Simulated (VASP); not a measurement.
A run of VASP 6.6.1 is set up as follows.

The input INCAR:

```
ALGO = Normal
EDIFF = 1E-7
ENCUT = 520
GGA = PS
ISIF = 2
ISMEAR = 0
LASPH = True
LCHARG = True
LELF = True
LREAL = False
LVHAR = True
LWAVE = False
NBANDS = 18
NELM = 100
PREC = Accurate
SIGMA = 0.05
```

KPOINTS

```
k-points
0
Gamma
  12 12 8
```

POSCAR

```
PtS2
1.0
    3.5431994758      0.0000000000      0.0000000000
   -1.7715997379      3.0685007567      0.0000000000
    0.0000000000      0.0000000000      5.1647700000
Pt S
1 2
Direct
    0.0000000000      0.0000000000      0.0000000000
    0.3333333333      0.6666666667      0.2500000000
    0.6666666667      0.3333333333      0.7500000000
```

Potentials or basis: VASP PAW PBE potentials, release 64 (Pt, S).

Launch:

```console
$ cat potpaw_PBE.64/Pt/POTCAR potpaw_PBE.64/S/POTCAR > POTCAR
$ mpirun -np 1 vasp_std > vasp.out
```

Question: What does it give for the band gap on the k mesh?

Answer: 0.55 eV, indirect (least direct gap 0.77 eV).

Question: Predict the largest force.

Answer: 0.947 eV/Å.

Question: Estimate the pressure.

Answer: -5.5 GPa.

Stress tensor (GPa, compression positive):
```
-4.52  0.00  0.00
 0.00 -4.52  0.00
 0.00  0.00 -7.39
```

Caveat: the cell differs from its parent crystal (strain +0.000 along x and y, +0.025 along z); the PAW data sets were made with another functional, which shifts forces and pressure a little; spin-orbit coupling is left out, which moves the levels of the heavy elements. A k mesh can miss the band edges.
